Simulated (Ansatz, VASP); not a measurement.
Given: the input of a run of VASP 6.6.1 on C.

The input INCAR:

```
SYSTEM = C
  PREC = Accurate
  ENCUT = 520
  EDIFF = 1E-6
  ISMEAR = 0
  SIGMA = 0.025
  LREAL = .FALSE.
  LASPH = .TRUE.
  NELM = 100
  ALGO = Normal
  ISIF = 2
  LWAVE = .FALSE.
  LCHARG = .FALSE.
  GGA = PE
  NBANDS = 11
```

KPOINTS

```
regular mesh
0
G
  13 13 8
  0 0 0
```

POSCAR

```
C
1.0
    2.1273203072     -1.2282824400      0.0000000000
    2.1273203072      1.2282824400      0.0000000000
   -1.3790696309      0.0000000000      3.5028300786
C
2
Direct
    0.1666444700      0.1666444700      0.9999069600
    0.8333555300      0.8333555300      0.0000930400
```

Potentials or basis: VASP PAW PBE potentials, release 64 (C).

Launch:

```sh
$ cat potpaw_PBE.64/C/POTCAR > POTCAR
$ mpirun -np 1 vasp_std > vasp.out
```

Question: Translate it to Ansatz 0.2.0. Potentials there: Ansatz PAW.

Answer: As run (the cutoff follows the program's own potentials):

input.yaml

```yaml
crystal:
  lattice:
    - [2.1273203072, -1.22828244, 0.0]
    - [2.1273203072, 1.22828244, 0.0]
    - [-1.3790696309, 0.0, 3.5028300786]
  atoms:
    - { symbol: C, position: [0.16664447, 0.16664447, 0.99990696] }
    - { symbol: C, position: [0.83335553, 0.83335553, 9.304e-05] }
hamiltonian:
  xc: pbe
  pseudopotentials: { kind: paw }
kpoints:
  mp_grid: { grid: [13, 13, 8] }
scf:
  occupations: { method: gaussian, width: 0.025 }
output:
  forces: true
  stress: true
  eigenvalues: true
```

Potentials or basis: Ansatz PAW.

Command:

```console
$ ansatz run input.yaml --threads 2 --pin off --max-ram 5632MiB --backend cpu --events-out ev --progress --plain --runs-dir out
```

Both were run:

|  | VASP | Ansatz | Ansatz less VASP |
| --- | --- | --- | --- |
| gap on the k mesh at the Fermi level (eV) | 0.93 | 0.93 | 0.000 |
| least direct gap on the mesh (eV) | 0.94 | 0.94 | 0.000 |
| pressure (GPa) | 4.2 | 3.8 | -0.41 |
| traceless stress, the component that is largest in VASP (GPa) | -2.13 | -1.60 | +0.528 |

Noted on Ansatz's run: odd divisions of the mesh miss points on the zone boundary, where band edges often lie, so the gap on the mesh can be too wide.
